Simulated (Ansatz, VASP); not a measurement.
## Nb in VASP and in Ansatz

```xyz
2
Lattice="2.6500 0.0000 0.0000 0.0000 3.6787 0.0000 -0.2009 0.0000 3.7807" Properties=species:S:1:pos:R:3 pbc="T T T"
Nb    1.1808    0.9197    2.8331
Nb    1.2683    2.7591    0.9476
```

Alike in both runs: task single point; functional PBE; k mesh 6 × 6 × 4; occupations gaussian, width 0.1 eV; no spin polarisation.

|  | VASP | Ansatz |
| --- | --- | --- |
| version | VASP 6.6.1 | Ansatz 0.2.0 |
| potentials or method | VASP PAW PBE potentials, release 64 (Nb_sv), cutoff 520 eV | scalar-relativistic, plane waves, PAW |
| valence electrons in the cell | 26 | 26 |

```csv
,VASP,Ansatz,Ansatz less VASP
gap on the k mesh at the Fermi level (eV),none,none,-
pressure (GPa),14.2,14.4,+0.18
"traceless stress, the component that is largest in VASP (GPa)",-7.51,-7.53,-0.027
rms of the force components (eV/Å),0.064,0.064,-0.0002
```

Atom by atom the forces differ by 0.000 eV/Å (rms over components). A gap of «none» marks a metal or a gap that the smearing closes. With one functional, cell and mesh, what is left measures potentials, basis and numerics.

The k mesh is coarse, so the values compare programs but aren't converged.
